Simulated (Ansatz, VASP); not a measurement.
This is a calculation of Li for Ansatz 0.2.0.

The input input.yaml:

```yaml
crystal:
  lattice:
    - [-1.75465, 1.75465, 1.75465]
    - [1.75465, -1.75465, 1.75465]
    - [1.75465, 1.75465, -1.75465]
  atoms:
    - { symbol: Li, position: [0.0, 0.0, 0.0] }
hamiltonian:
  xc: r2scan
  pseudopotentials: { kind: paw }
  dispersion: rvv10
kpoints:
  mp_grid: { grid: [11, 11, 11] }
scf:
  occupations: { method: fermi_dirac, width: 0.05 }
output:
  forces: true
  stress: true
  eigenvalues: true
relax:
  f_tol: 0.01
  max_steps: 40
  cell: { stress_tol: 0.05 }
```

Potentials or basis: Ansatz PAW.

Run with:

```sh
$ ansatz run input.yaml --threads 2 --pin off --max-ram 5632MiB --backend cpu --events-out ev --progress --plain --runs-dir out
```

Question: Translate it to VASP 6.6.1. Potentials there: VASP PAW PBE potentials, release 64 (Li_sv).

Answer: As run (the cutoff follows the program's own potentials):

Contents of POSCAR:

```
Li
1.0
   -1.7546500000      1.7546500000      1.7546500000
    1.7546500000     -1.7546500000      1.7546500000
    1.7546500000      1.7546500000     -1.7546500000
Li
1
Direct
    0.0000000000      0.0000000000      0.0000000000
```

INCAR.step1

```
PREC = Accurate
ENCUT = 600
ISMEAR = -1
SIGMA = 0.05
LREAL = False
LASPH = True
NELM = 100
GGA = PE
ALGO = Normal
EDIFF = 1E-4
LWAVE = True
LCHARG = False
```

The input INCAR.step2:

```
PREC = Accurate
ENCUT = 600
EDIFF = 1E-6
ISMEAR = -1
SIGMA = 0.05
LREAL = False
LASPH = True
NELM = 100
ALGO = Normal
ISIF = 3
LWAVE = False
LCHARG = False
METAGGA = R2SCAN
LMIXTAU = True
LUSE_VDW = True
IVDW_NL = 2
BPARAM = 11.95
CPARAM = 0.0093
IBRION = 2
NSW = 60
EDIFFG = -0.01
ISTART = 1
```

Contents of KPOINTS:

```
regular mesh
0
Gamma
  11 11 11
```

Potentials or basis: VASP PAW PBE potentials, release 64 (Li_sv).

Command:

```bash
$ cat potpaw_PBE.64/Li_sv/POTCAR > POTCAR
$ cp INCAR.step1 INCAR
$ mpirun -np 1 vasp_std > vasp.out
$ cp INCAR.step2 INCAR
$ mpirun -np 1 vasp_std > vasp.out
```

Both were run:

|  | VASP | Ansatz | Ansatz less VASP |
| --- | --- | --- | --- |
| gap on the k mesh at the Fermi level, each at its own relaxed structure (eV) | none | none | - |
| relaxed volume (Å³/atom) | 20.42 | 20.93 | +0.506 |
| relaxed length of the cell vector where the two differ most in proportion (Å) | 2.982 | 3.007 | +0.0244 |

VASP's potentials were made for PBE, not for r2SCAN. A gap of «none» marks a metal or a gap that the smearing closes.

Noted on VASP's run: the cutoff is under 1.25 times that of the potentials, so the pressure is a little rough. Noted on Ansatz's run: the plane-wave basis is chosen anew once the cell has moved, so the energies of steps on either side of that aren't comparable.
